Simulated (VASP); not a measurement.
# PbS (Cmce) in VASP: single point with PBE+D3(BJ)

Aim: the single point of PbS with PBE+D3(BJ).

Everything below comes from runs of VASP 6.6.1. Logs are shortened: lines on timing, memory, paths and dates and some standing lists are left out, and cuts for length are marked.

## 1. The cell of the first run

The typed cell holds 8 atoms: a = 4.169 Å, b = 4.169 Å, c = 12.476 Å, α = 90.00°, β = 90.00°, γ = 90.00°.

## 2. Single point, PBE+D3(BJ)

INCAR reads:

```
  ALGO = Normal
  EDIFF = 1E-6
  ENCUT = 520
  GGA = PE
  ISIF = 2
  ISMEAR = 0
  IVDW = 12
  LASPH = True
  LCHARG = False
  LREAL = False
  LWAVE = False
  NBANDS = 50
  NELM = 100
  PREC = Accurate
  SIGMA = 0.02
```

KPOINTS reads:

```
k-points
0
Gamma
  6 6 1
```

POSCAR reads:

```
PbS
1.0
    2.9476900553     -2.9476491669      0.0000000000
    2.9476900553      2.9476491669      0.0000000000
    0.0000000000      0.0000000000     12.4763263467
Pb S
4 4
Direct
    0.7500292039      0.2499707961      0.1340840718
    0.2499707961      0.7500292039      0.8659159282
    0.2500292039      0.7499707961      0.3659159282
    0.7499707961      0.2500292039      0.6340840718
    0.2499230773      0.7500769227      0.6369325224
    0.7500769227      0.2499230773      0.3630674776
    0.7499230773      0.2500769227      0.8630674776
    0.2500769227      0.7499230773      0.1369325224
```

Potentials or basis: VASP PAW PBE potentials, release 64 (Pb_d, S).

Started as:

```bash
$ cat potpaw_PBE.64/Pb_d/POTCAR potpaw_PBE.64/S/POTCAR > POTCAR
$ mpirun -np 1 vasp_std > vasp.out
```

OUTCAR:

```text
EDIFF = 1E-6
   ENCUT = 520
   GGA = PE
   ISIF = 2
   ISMEAR = 0
   IVDW = 12
   LASPH = True
   LREAL = False
   NELM = 100
   PREC = Accurate
 IVDW          = 12

 ion  position               nearest neighbor table
   1  0.750  0.250  0.134-   6 2.86   8 2.95   8 2.95   8 2.95   8 2.95   7 3.38   3 4.13   3 4.13
                             3 4.13   3 4.13
   2  0.250  0.750  0.866-   5 2.86   7 2.95   7 2.95   7 2.95   7 2.95   8 3.38   4 4.13   4 4.13
                             4 4.13   4 4.13
   3  0.250  0.750  0.366-   8 2.86   6 2.95   6 2.95   6 2.95   6 2.95   5 3.38   1 4.13   1 4.13
                             1 4.13   1 4.13
   4  0.750  0.250  0.634-   7 2.86   5 2.95   5 2.95   5 2.95   5 2.95   6 3.38   2 4.13   2 4.13
                             2 4.13   2 4.13
   5  0.250  0.750  0.637-   2 2.86   4 2.95   4 2.95   4 2.95   4 2.95   3 3.38
   6  0.750  0.250  0.363-   1 2.86   3 2.95   3 2.95   3 2.95   3 2.95   4 3.38
   7  0.750  0.250  0.863-   4 2.86   2 2.95   2 2.95   2 2.95   2 2.95   1 3.38
   8  0.250  0.750  0.137-   3 2.86   1 2.95   1 2.95   1 2.95   1 2.95   2 3.38

  LATTYP: Found a base centered orthorhombic cell.
 ALAT       =     5.8952983338
 B/A-ratio  =     1.0000138715
 C/A-ratio  =     2.1163180623

  Lattice vectors:

 A1 = (  -2.9476900553,  -2.9476491669,   0.0000000000)
 A2 = (   2.9476900553,  -2.9476491669,   0.0000000000)
 A3 = (   0.0000000000,   0.0000000000,  12.4763263467)

Analysis of symmetry for initial positions (statically):
=====================================================================
 Subroutine PRICEL returns:
 Original cell was already a primitive cell.

 Routine SETGRP: Setting up the symmetry group for a
 base centered orthorhombic supercell.

 Subroutine GETGRP returns: Found  8 space group operations
 (whereof  4 operations were pure point group operations)
 out of a pool of  8 trial point group operations.

The static configuration has the point symmetry C_2h.
 The point group associated with its full space group is D_2h.

Analysis of symmetry for dynamics (positions and initial velocities):
=====================================================================
 Subroutine PRICEL returns:
 Original cell was already a primitive cell.

 Routine SETGRP: Setting up the symmetry group for a
 base centered orthorhombic supercell.

 Subroutine GETGRP returns: Found  8 space group operations
 (whereof  4 operations were pure point group operations)
 out of a pool of  8 trial point group operations.

The dynamic configuration has the point symmetry C_2h.
 The point group associated with its full space group is D_2h.

 Subroutine INISYM returns: Found  8 space group operations
 (whereof  4 operations are pure point group operations),
 and found     1 'primitive' translations

----------------------------------------------------------------------------------------

                                     Primitive cell

  volume of cell :     216.8075

  direct lattice vectors                    reciprocal lattice vectors
     2.947690055 -2.947649167  0.000000000     0.169624347 -0.169626700  0.000000000
     2.947690055  2.947649167  0.000000000     0.169624347  0.169626700  0.000000000
     0.000000000  0.000000000 12.476326347     0.000000000  0.000000000  0.080151799

  length of vectors
     4.168634342  4.168634342 12.476326347     0.239886715  0.239886715  0.080151799

  position of ions in fractional coordinates (direct lattice)
     0.750029204  0.249970796  0.134084072
     0.249970796  0.750029204  0.865915928
     0.250029204  0.749970796  0.365915928
     0.749970796  0.250029204  0.634084072
     0.249923077  0.750076923  0.636932522
     0.750076923  0.249923077  0.363067478
     0.749923077  0.250076923  0.863067478
     0.250076923  0.749923077  0.136932522

  ion indices of the primitive-cell ions
   primitive index   ion index
                 1           1
                 2           2
                 3           3
                 4           4
                 5           5
                 6           6
                 7           7
                 8           8

----------------------------------------------------------------------------------------

 KPOINTS: k-points

Automatic generation of k-mesh.
 Grid dimensions read from file:
 generate k-points for:    6    6    1

 Generating k-lattice:

  Cartesian coordinates                     Fractional coordinates (reciprocal lattice)
     0.028270724 -0.028271117  0.000000000     0.166666667 -0.000000000  0.000000000
     0.028270724  0.028271117  0.000000000    -0.000000000  0.166666667  0.000000000
     0.000000000  0.000000000  0.080151799     0.000000000  0.000000000  1.000000000

  Length of vectors
     0.039981119  0.039981119  0.080151799

  Shift w.r.t. Gamma in fractional coordinates (k-lattice)
     0.000000000  0.000000000  0.000000000

 Subroutine IBZKPT returns following result:
 ===========================================

 Found     13 irreducible k-points:

 Following reciprocal coordinates:
            Coordinates               Weight
  0.000000  0.000000  0.000000      1.000000
  0.166667  0.000000  0.000000      4.000000
  0.333333  0.000000  0.000000      4.000000
  0.500000  0.000000  0.000000      2.000000
  0.166667  0.166667  0.000000      2.000000
  0.333333  0.166667  0.000000      4.000000
  0.500000  0.166667  0.000000      4.000000
 -0.333333  0.166667  0.000000      4.000000
 -0.166667  0.166667  0.000000      2.000000
  0.333333  0.333333  0.000000      2.000000
  0.500000  0.333333  0.000000      4.000000
 -0.333333  0.333333  0.000000      2.000000
  0.500000  0.500000  0.000000      1.000000
   k-points           NKPTS =     13   k-points in BZ     NKDIM =     13   number of bands    NBANDS=     50
   number of dos      NEDOS =    301   number of ions     NIONS =      8
   total plane-waves  NPLWV =  98304
   dimension x,y,z NGX =    32 NGY =   32 NGZ =   96
   dimension x,y,z NGXF=    64 NGYF=   64 NGZF=  192
   ions per type =               4   4
   NGX,Y,Z   is equivalent  to a cutoff of  12.76, 12.76, 12.79 a.u.
   NGXF,Y,Z  is equivalent  to a cutoff of  25.52, 25.52, 25.58 a.u.
 SYSTEM =  unknown system
   PREC   = accura    normal or accurate (medium, high low for compatibility)
   ISTART =      0    job   : 0-new  1-cont  2-samecut
   ICHARG =      2    charge: 1-file 2-atom 10-const
   ISPIN  =      1    spin polarized calculation?
   LNONCOLLINEAR =      F non collinear calculations
   LSORBIT =      F    spin-orbit coupling
   LASPH  =      T    aspherical Exc in radial PAW
   ENCUT  =  520.0 eV  38.22 Ry    6.18 a.u.   7.75  7.75 23.20*2*pi/ulx,y,z
   NELM   =    100;   NELMIN=  2; NELMDL= -5     # of ELM steps
   EDIFF  = 0.1E-05   stopping-criterion for ELM
   LREAL  =      F    real-space projection
   EDIFFG = 0.1E-04   stopping-criterion for IOM
   NSW    =      0    number of steps for IOM
   IBRION =     -1    ionic relax: 0-MD 1-quasi-New 2-CG
   NFREE  =      0    steps in history (QN), initial steepest desc. (CG)
   ISIF   =      2    stress and relaxation
   ISYM   =      2    0-nonsym 1-usesym 2-fastsym
   POTIM  = 0.5000    time-step for ionic-motion
   TEBEG  =    0.0;   TEEND  =   0.0 temperature during run
   PSTRESS=    0.0 pullay stress
   NELECT =      80.0000    total number of electrons
   NUPDOWN=      -1.0000    fix difference up-down
   EMIN   =  10.00;   EMAX   =-10.00  energy-range for DOS
   EFERMI =   0.00;   METHOD = LEGACY
   ISMEAR =     0;   SIGMA  =   0.02  broadening in eV -4-tet -1-fermi 0-gaus
   EFERMI_NEDOS =   21; number of points for ismear=-14 and -15
   IALGO  =     38    algorithm
   IMIX   =      4    mixing-type and parameters
     AMIX     =   0.40;   BMIX     =  1.00
     AMIX_MAG =   1.60;   BMIX_MAG =  1.00
  volume/ion in A,a.u.               =      27.10       182.89
  Fermi-wavevector in a.u.,A,eV,Ry     =   1.174213  2.218940 18.759374  1.378775
  Thomas-Fermi vector in A             =   2.310613
   LORBIT       =      0    0 simple, 1 ext, 2 COOP (PROOUT), +10 PAW based schemes
   GGA     = PE    functional components
   LHFCALC =     F    Hartree Fock is set to
   AEXX    =    0.0000 exact exchange contribution
   IVDW    =    12    specifies the selected vdW correction
   LEPSILON=     F    determine dielectric tensor
   LRPA    =     F    only Hartree local field effects (RPA)
 non-spin polarized calculation
 Gauss-broadening in eV      SIGMA  =   0.02
  energy-cutoff  :      520.00
  volume of cell :      216.81
 maximum number of plane-waves:      5856
   NGX = 15   NGY = 15   NGZ = 47

 number of electron      79.9999987 magnetization

 Free energy of the ion-electron system (eV)
  ---------------------------------------------------
  ext. energy  EPLUGINS =         0.00000000
  ---------------------------------------------------
  free energy    TOTEN  =       -34.50042168 eV

  energy without entropy =      -34.50042168  energy(sigma->0) =      -34.50042168

 E-fermi :   5.3001     XC(G=0):  -9.4612

 val. band max:        5.1490222045   @ k =   0.5000   0.0000   0.0000
 cond. band min:       6.0694664573   @ k =   0.5000   0.0000   0.0000
 fundamental gap:      0.9204442528
 Fermi energy:         5.3000816760

 k-point     1 :       0.0000    0.0000    0.0000
  band No.  band energies     occupation
      1     -11.5441      2.00000
      2     -11.5076      2.00000
      3     -11.4343      2.00000
      4     -11.4153      2.00000
      5     -11.4104      2.00000
      6     -11.4088      2.00000
[... 42 lines left out ...]
     49      10.6022      0.00000
     50      10.8117      0.00000

 k-point     2 :       0.1667    0.0000    0.0000
  band No.  band energies     occupation
      1     -11.5256      2.00000
      2     -11.4930      2.00000
      3     -11.4299      2.00000
      4     -11.4146      2.00000
      5     -11.4103      2.00000
      6     -11.4058      2.00000
[... 575 lines left out ...]
 k-point    13 :       0.5000    0.5000    0.0000
  band No.  band energies     occupation
      1     -11.5262      2.00000
      2     -11.5262      2.00000
      3     -11.4986      2.00000
      4     -11.4986      2.00000
      5     -11.4334      2.00000
      6     -11.4334      2.00000
[... 42 lines left out ...]
     49      10.5442      0.00000
     50      10.5447      0.00000

------------------------ aborting loop because EDIFF is reached ----------------------------------------

 Edisp (eV)   -2.67282

 E8    (eV) :    -1.2049

  FORCE on cell =-STRESS in cart. coord.  units (eV):
  Direction    XX          YY          ZZ          XY          YZ          ZX
  --------------------------------------------------------------------------------------
  -------------------------------------------------------------------------------------
  Total      -0.08814    -0.08572    -0.11161     0.00000     0.00000     0.00000
  in kB      -0.65132    -0.63344    -0.82481     0.00000     0.00000     0.00000
  external pressure =       -0.70 kB  Pullay stress =        0.00 kB

 VOLUME and BASIS-vectors are now :
 -----------------------------------------------------------------------------
  energy-cutoff  :      520.00
  volume of cell :      216.81
      direct lattice vectors                 reciprocal lattice vectors
     2.947690055 -2.947649167  0.000000000     0.169624347 -0.169626700  0.000000000
     2.947690055  2.947649167  0.000000000     0.169624347  0.169626700  0.000000000
     0.000000000  0.000000000 12.476326347     0.000000000  0.000000000  0.080151799

 POSITION                                       TOTAL-FORCE (eV/Angst)
 -----------------------------------------------------------------------------------
      2.94769     -1.47400      1.67288         0.000000     -0.000120      0.001550
      2.94769      1.47400     10.80345         0.000000      0.000120     -0.001550
      2.94769      1.47365      4.56529         0.000000     -0.000120     -0.001550
      2.94769     -1.47365      7.91104         0.000000      0.000120      0.001550
      2.94769      1.47428      7.94658         0.000000     -0.000122     -0.001682
      2.94769     -1.47428      4.52975         0.000000      0.000122      0.001682
      2.94769     -1.47337     10.76791         0.000000     -0.000122      0.001682
      2.94769      1.47337      1.70841         0.000000      0.000122     -0.001682
 -----------------------------------------------------------------------------------
    total drift:                                0.000000      0.000000      0.000000

  FREE ENERGIE OF THE ION-ELECTRON SYSTEM (eV)
  ---------------------------------------------------
  free  energy   TOTEN  =       -37.1732397579 eV

  energy  without entropy=      -37.1732397579  energy(sigma->0) =      -37.17323976
```

Wall time 94 s (1 thread of Intel Xeon Platinum 8488C (Sapphire Rapids), shared host); peak memory 0.36 GiB.

What came out:

* Free energy: -37.1732 eV
* Pressure: -0.1 GPa
* Band gap on the k mesh: 0.92 eV
* Dispersion energy per atom: -0.334 eV

Caveat: the k points lie up to 0.50 Å⁻¹ apart; spin-orbit coupling is left out, which moves the levels of the heavy elements; an odd mesh through Γ misses points on the zone boundary, where band edges can lie.
